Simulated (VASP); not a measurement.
Runs of VASP 6.6.1 on TiN (Osbornite). The structure is that of space group Fm-3m (No. 225), or close to it. The cells are those of the table. 

```tsv
cell	gap on the mesh (eV)	pressure (GPa)
a = 3.026 Å, angles 60.0°, 2 atoms	none	-5.6
a = 3.055 Å, angles 60.0°, 2 atoms	none	-12.3
a = 2.966 Å, angles 60.0°, 2 atoms	none	(a)
a = 2.997 Å, angles 60.0°, 2 atoms	none	2.4
```

Alike in all rows: task single point; level PBE; potentials or basis VASP PAW PBE potentials, release 64 (Ti_sv, N); no spin polarisation; k mesh 12 × 12 × 12; cutoff (eV) 520; smearing fermi-dirac 0.1 eV.

Estimate the missing entries.

(a) 11.6.

A gap of «none» marks levels without a gap at the run's occupations.
